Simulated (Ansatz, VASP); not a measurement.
**Two plane-wave programs on Si7Mo**

```
CELL_PARAMETERS angstrom
4.28102 0.00000 0.00000
-2.14051 3.70747 0.00000
0.00000 0.00000 9.48600
ATOMIC_POSITIONS crystal
Si 0.33333 0.66667 0.25936
Si 0.33333 0.66667 0.74064
Si 0.66667 0.33333 0.61562
Si 0.66667 0.33333 0.38438
Si 0.66667 0.33333 0.00000
Si 0.00000 0.00000 0.14076
Si 0.00000 0.00000 0.85924
Mo 0.33333 0.66667 0.50000
```

Alike in both runs: task relaxation of cell and atoms; functional PBE; k mesh 4 × 4 × 2; occupations gaussian, width 0.2 eV; no spin polarisation.

|  | VASP | Ansatz |
| --- | --- | --- |
| version | VASP 6.6.1 | Ansatz 0.2.0 |
| potentials or method | VASP PAW PBE potentials, release 64 (Si, Mo_sv), cutoff 600 eV | scalar-relativistic, plane waves, PAW |
| valence electrons in the cell | 42 | 42 |

```csv
,VASP,Ansatz,Ansatz less VASP
"gap on the k mesh at the Fermi level, each at its own relaxed structure (eV)",none,none,-
relaxed volume (Å³/atom),16.07,16.14,+0.074
relaxed cell length with the largest relative difference (Å),10.933,9.758,-1.1749
```

A gap of «none» marks a metal or a gap that the smearing closes. One of these differences is far larger than is usual between the two programs; its cause wasn't traced.

The k mesh is coarse, so the values compare programs but aren't converged.
